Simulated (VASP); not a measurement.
# Li3ZrN2 (P-4m2) in VASP: single point with PBE

Aim: the single point of Li3ZrN2 with PBE.

Everything below comes from runs of VASP 6.6.1. Logs are shortened: lines on timing, memory, paths and dates and some standing lists are left out, and cuts for length are marked.

**1. The cell of the first run**

Symmetry: P-4m2, No. 115, tetragonal system. The conventional cell has a = 3.624 Å, b = 3.624 Å, c = 5.171 Å, α = 90.00°, β = 90.00°, γ = 90.00°. Li (site symmetry -4m2) has 4 N at 2.16 Å and 4 Zr at 2.56 Å and 2 Li at 2.59 Å within 2.9 Å. Li (site symmetry -4m2) has 4 N at 2.30 Å and 6 Li at 2.56 to 2.59 Å within 3.0 Å. Within 3.0 Å of Li (site symmetry -4m2) lie 4 N at 2.30 Å and 4 Li at 2.56 Å and 2 Zr at 2.59 Å. Within 2.9 Å of Zr (site symmetry -4m2) lie 4 N at 2.16 Å and 6 Li at 2.56 to 2.59 Å. N (site symmetry 2mm) has 6 Li at 2.16 to 2.30 Å and 2 Zr at 2.16 Å within 2.9 Å.

**2. Single point, PBE**

File INCAR:

```
PREC = Accurate ; ENCUT = 750
EDIFF = 1E-6 ; ISMEAR = 0
SIGMA = 0.15 ; LREAL = F
LASPH = T ; NELM = 120
ALGO = Normal ; ISIF = 2
LWAVE = F ; LCHARG = F
GGA = PE ; NBANDS = 24
GGA_COMPAT = F
```

File KPOINTS:

```
Automatic mesh
0
Gamma
  3 3 3
```

File POSCAR:

```
Li3ZrN2
1.0
    3.6238110997      0.0000000000      0.0000000000
    0.0000000000      3.6238110997      0.0000000000
    0.0000000000      0.0000000000      5.1710269985
Li Zr N
3 1 2
Direct
    0.5000000000      0.5000000000      0.0000000000
    0.5000000000      0.5000000000      0.5000000000
    0.0000000000      0.0000000000      0.5000000000
    0.0000000000      0.0000000000      0.0000000000
    0.0000000000      0.5000000000      0.2263587373
    0.5000000000      0.0000000000      0.7736412627
```

Potentials or basis: VASP PAW PBE potentials, release 64 (Li_sv, Zr_sv, N).

Started as:

```
cat potpaw_PBE.64/Li_sv/POTCAR potpaw_PBE.64/Zr_sv/POTCAR potpaw_PBE.64/N/POTCAR > POTCAR
mpirun -np 1 vasp_std > vasp.out
```

OUTCAR:

```text
PREC = Accurate
   ENCUT = 750
   EDIFF = 1E-6
   ISMEAR = 0
   LREAL = F
   LASPH = T
   NELM = 120
   ISIF = 2
   GGA = PE

 ion  position               nearest neighbor table
   1  0.500  0.500  0.000-   5 2.16   6 2.16   6 2.16   5 2.16   4 2.56   4 2.56   4 2.56   4 2.56
                             2 2.59   2 2.59
   2  0.500  0.500  0.500-   3 2.56   3 2.56   3 2.56   3 2.56   1 2.59   1 2.59
   3  0.000  0.000  0.500-   2 2.56   2 2.56   2 2.56   2 2.56   4 2.59   4 2.59
   4  0.000  0.000  0.000-   5 2.16   6 2.16   5 2.16   6 2.16   1 2.56   1 2.56   1 2.56   1 2.56
                             3 2.59   3 2.59
   5  0.000  0.500  0.226-   1 2.16   4 2.16   4 2.16   1 2.16
   6  0.500  0.000  0.774-   1 2.16   4 2.16   1 2.16   4 2.16

  LATTYP: Found a simple tetragonal cell.
 ALAT       =     3.6238110997
 C/A-ratio  =     1.4269582095

  Lattice vectors:

 A1 = (   3.6238110997,   0.0000000000,   0.0000000000)
 A2 = (   0.0000000000,   3.6238110997,   0.0000000000)
 A3 = (   0.0000000000,   0.0000000000,   5.1710269985)

Analysis of symmetry for initial positions (statically):
=====================================================================
 Subroutine PRICEL returns:
 Original cell was already a primitive cell.

 Routine SETGRP: Setting up the symmetry group for a
 simple tetragonal supercell.

 Subroutine GETGRP returns: Found  8 space group operations
 (whereof  8 operations were pure point group operations)
 out of a pool of 16 trial point group operations.

The static configuration has the point symmetry D_2d.

Analysis of symmetry for dynamics (positions and initial velocities):
=====================================================================
 Subroutine PRICEL returns:
 Original cell was already a primitive cell.

 Routine SETGRP: Setting up the symmetry group for a
 simple tetragonal supercell.

 Subroutine GETGRP returns: Found  8 space group operations
 (whereof  8 operations were pure point group operations)
 out of a pool of 16 trial point group operations.

The dynamic configuration has the point symmetry D_2d.

 Subroutine INISYM returns: Found  8 space group operations
 (whereof  8 operations are pure point group operations),
 and found     1 'primitive' translations

----------------------------------------------------------------------------------------

                                     Primitive cell

  volume of cell :      67.9060

  direct lattice vectors                    reciprocal lattice vectors
     3.623811100  0.000000000  0.000000000     0.275952574  0.000000000  0.000000000
     0.000000000  3.623811100  0.000000000     0.000000000  0.275952574  0.000000000
     0.000000000  0.000000000  5.171026999     0.000000000  0.000000000  0.193385183

  length of vectors
     3.623811100  3.623811100  5.171026999     0.275952574  0.275952574  0.193385183

  position of ions in fractional coordinates (direct lattice)
     0.500000000  0.500000000  0.000000000
     0.500000000  0.500000000  0.500000000
     0.000000000  0.000000000  0.500000000
     0.000000000  0.000000000  0.000000000
     0.000000000  0.500000000  0.226358737
     0.500000000  0.000000000  0.773641263

  ion indices of the primitive-cell ions
   primitive index   ion index
                 1           1
                 2           2
                 3           3
                 4           4
                 5           5
                 6           6

----------------------------------------------------------------------------------------

 KPOINTS: Automatic mesh

Automatic generation of k-mesh.
 Grid dimensions read from file:
 generate k-points for:    3    3    3

 Generating k-lattice:

  Cartesian coordinates                     Fractional coordinates (reciprocal lattice)
     0.091984191  0.000000000  0.000000000     0.333333333  0.000000000  0.000000000
     0.000000000  0.091984191  0.000000000     0.000000000  0.333333333  0.000000000
     0.000000000  0.000000000  0.064461728     0.000000000  0.000000000  0.333333333

  Length of vectors
     0.091984191  0.091984191  0.064461728

  Shift w.r.t. Gamma in fractional coordinates (k-lattice)
     0.000000000  0.000000000  0.000000000

 Subroutine IBZKPT returns following result:
 ===========================================

 Found      6 irreducible k-points:

 Following reciprocal coordinates:
            Coordinates               Weight
  0.000000  0.000000  0.000000      1.000000
  0.333333  0.000000  0.000000      4.000000
  0.333333  0.333333  0.000000      4.000000
  0.000000  0.000000  0.333333      2.000000
  0.333333  0.000000  0.333333      8.000000
  0.333333  0.333333  0.333333      8.000000
   k-points           NKPTS =      6   k-points in BZ     NKDIM =      6   number of bands    NBANDS=     24
   number of dos      NEDOS =    301   number of ions     NIONS =      6
   total plane-waves  NPLWV =  49152
   dimension x,y,z NGX =    32 NGY =   32 NGZ =   48
   dimension x,y,z NGXF=    64 NGYF=   64 NGZF=   96
   ions per type =               3   1   2
   NGX,Y,Z   is equivalent  to a cutoff of  14.68, 14.68, 15.43 a.u.
   NGXF,Y,Z  is equivalent  to a cutoff of  29.36, 29.36, 30.86 a.u.
 SYSTEM =  unknown system
   PREC   = accura    normal or accurate (medium, high low for compatibility)
   ISTART =      0    job   : 0-new  1-cont  2-samecut
   ICHARG =      2    charge: 1-file 2-atom 10-const
   ISPIN  =      1    spin polarized calculation?
   LNONCOLLINEAR =      F non collinear calculations
   LSORBIT =      F    spin-orbit coupling
   LASPH  =      T    aspherical Exc in radial PAW
   ENCUT  =  750.0 eV  55.12 Ry    7.42 a.u.   8.09  8.09 11.55*2*pi/ulx,y,z
   NELM   =    120;   NELMIN=  2; NELMDL= -5     # of ELM steps
   EDIFF  = 0.1E-05   stopping-criterion for ELM
   LREAL  =      F    real-space projection
   EDIFFG = 0.1E-04   stopping-criterion for IOM
   NSW    =      0    number of steps for IOM
   IBRION =     -1    ionic relax: 0-MD 1-quasi-New 2-CG
   NFREE  =      0    steps in history (QN), initial steepest desc. (CG)
   ISIF   =      2    stress and relaxation
   ISYM   =      2    0-nonsym 1-usesym 2-fastsym
   POTIM  = 0.5000    time-step for ionic-motion
   TEBEG  =    0.0;   TEEND  =   0.0 temperature during run
   PSTRESS=    0.0 pullay stress
   NELECT =      31.0000    total number of electrons
   NUPDOWN=      -1.0000    fix difference up-down
   EMIN   =  10.00;   EMAX   =-10.00  energy-range for DOS
   EFERMI =   0.00;   METHOD = LEGACY
   ISMEAR =     0;   SIGMA  =   0.15  broadening in eV -4-tet -1-fermi 0-gaus
   EFERMI_NEDOS =   21; number of points for ismear=-14 and -15
   IALGO  =     38    algorithm
   IMIX   =      4    mixing-type and parameters
     AMIX     =   0.40;   BMIX     =  1.00
     AMIX_MAG =   1.60;   BMIX_MAG =  1.00
  volume/ion in A,a.u.               =      11.32        76.38
  Fermi-wavevector in a.u.,A,eV,Ry     =   1.260548  2.382091 21.619406  1.588982
  Thomas-Fermi vector in A             =   2.394052
   LORBIT       =      0    0 simple, 1 ext, 2 COOP (PROOUT), +10 PAW based schemes
   GGA     = PE    functional components
   LHFCALC =     F    Hartree Fock is set to
   AEXX    =    0.0000 exact exchange contribution
   IVDW    =     0    specifies the selected vdW correction
   LEPSILON=     F    determine dielectric tensor
   LRPA    =     F    only Hartree local field effects (RPA)
 non-spin polarized calculation
 Gauss-broadening in eV      SIGMA  =   0.15
  energy-cutoff  :      750.00
  volume of cell :       67.91
 maximum number of plane-waves:      3188
   NGX = 17   NGY = 17   NGZ = 23

 number of electron      31.0000005 magnetization

 Free energy of the ion-electron system (eV)
  ---------------------------------------------------
  ext. energy  EPLUGINS =         0.00000000
  ---------------------------------------------------
  free energy    TOTEN  =       -34.95321211 eV

  energy without entropy =      -34.91858901  energy(sigma->0) =      -34.93590056

 E-fermi :   6.5741     XC(G=0): -10.1148

 val. band max:        6.5611232941   @ k =   0.3333   0.3333   0.3333
 cond. band min:       6.5771844516   @ k =   0.0000   0.0000   0.3333
 fundamental gap:      0.0160611574
 Fermi energy:         6.5741230582

 k-point     1 :       0.0000    0.0000    0.0000
  band No.  band energies     occupation
      1     -42.9026      2.00000
      2     -40.5685      2.00000
      3     -40.3445      2.00000
      4     -40.1089      2.00000
      5     -21.1540      2.00000
      6     -21.0108      2.00000
[... 16 lines left out ...]
     23      13.6878      0.00000
     24      13.6878      0.00000

 k-point     2 :       0.3333    0.0000    0.0000
  band No.  band energies     occupation
      1     -42.8869      2.00000
      2     -40.5626      2.00000
      3     -40.3491      2.00000
      4     -40.1159      2.00000
      5     -21.2273      2.00000
      6     -21.1119      2.00000
[... 16 lines left out ...]
     23      12.9440      0.00000
     24      13.4267      0.00000

 k-point     3 :       0.3333    0.3333    0.0000
  band No.  band energies     occupation
      1     -42.8750      2.00000
      2     -40.5605      2.00000
      3     -40.3498      2.00000
      4     -40.1162      2.00000
      5     -21.2289      2.00000
      6     -21.2129      2.00000
[... 16 lines left out ...]
     23      13.0725      0.00000
     24      14.2971      0.00000

 k-point     4 :       0.0000    0.0000    0.3333
  band No.  band energies     occupation
      1     -42.9013      2.00000
      2     -40.5705      2.00000
      3     -40.3434      2.00000
      4     -40.1101      2.00000
      5     -21.1487      2.00000
      6     -21.0106      2.00000
[... 16 lines left out ...]
     23      12.9495      0.00000
     24      12.9495      0.00000

 k-point     5 :       0.3333    0.0000    0.3333
  band No.  band energies     occupation
      1     -42.8856      2.00000
      2     -40.5646      2.00000
      3     -40.3480      2.00000
      4     -40.1170      2.00000
      5     -21.2266      2.00000
      6     -21.1068      2.00000
[... 16 lines left out ...]
     23      12.0913      0.00000
     24      12.8977      0.00000

 k-point     6 :       0.3333    0.3333    0.3333
  band No.  band energies     occupation
      1     -42.8738      2.00000
      2     -40.5625      2.00000
      3     -40.3486      2.00000
      4     -40.1173      2.00000
      5     -21.2281      2.00000
      6     -21.2124      2.00000
[... 16 lines left out ...]
     23      12.5475      0.00000
     24      13.5510      0.00000

------------------------ aborting loop because EDIFF is reached ----------------------------------------

  FORCE on cell =-STRESS in cart. coord.  units (eV):
  Direction    XX          YY          ZZ          XY          YZ          ZX
  --------------------------------------------------------------------------------------
  -------------------------------------------------------------------------------------
  Total        0.0199913      0.0199913      0.1513008      0.0000000      0.0000000      0.0000000
  in kB        0.4716748      0.4716748      3.5698002      0.0000000      0.0000000      0.0000000
  external PRESSURE =       1.5043833 kB  Pullay stress =       0.0000000 kB

 VOLUME and BASIS-vectors are now :
 -----------------------------------------------------------------------------
  energy-cutoff  :      750.00
  volume of cell :       67.91
      direct lattice vectors                 reciprocal lattice vectors
     3.623811100  0.000000000  0.000000000     0.275952574  0.000000000  0.000000000
     0.000000000  3.623811100  0.000000000     0.000000000  0.275952574  0.000000000
     0.000000000  0.000000000  5.171026999     0.000000000  0.000000000  0.193385183

 POSITION                                       TOTAL-FORCE (eV/Angst)
 -----------------------------------------------------------------------------------
      1.81191      1.81191      0.00000         0.000000     -0.000000      0.000000
      1.81191      1.81191      2.58551         0.000000      0.000000      0.000000
      0.00000      0.00000      2.58551         0.000000     -0.000000      0.000000
      0.00000      0.00000      0.00000         0.000000     -0.000000      0.000000
      0.00000      1.81191      1.17051         0.000000     -0.000000      0.013257
      1.81191      0.00000      4.00052        -0.000000     -0.000000     -0.013257
 -----------------------------------------------------------------------------------
    total drift:                                0.000000      0.000000     -0.000000

  FREE ENERGIE OF THE ION-ELECTRON SYSTEM (eV)
  ---------------------------------------------------
  free  energy   TOTEN  =       -34.9532121082 eV

  energy  without entropy=      -34.9185890073  energy(sigma->0) =      -34.93590056
```

It took 27 s on 1 thread of Intel Xeon 8259CL, shared host; peak memory 0.22 GiB.

What came out:

* Free energy: -34.9532 eV
* Pressure: 0.2 GPa
* Largest force: 0.013 eV/Å

Forces on the atoms (eV/Å):
```
Li   0.000  0.000  0.000
Li   0.000  0.000  0.000
Li   0.000  0.000  0.000
Zr   0.000  0.000  0.000
N    0.000  0.000  0.013
N    0.000  0.000 -0.013
```

Stress tensor (GPa, compression positive):
```
0.05 0.00 0.00
0.00 0.05 0.00
0.00 0.00 0.36
```

Caveat: the k points lie up to 0.58 Å⁻¹ apart.
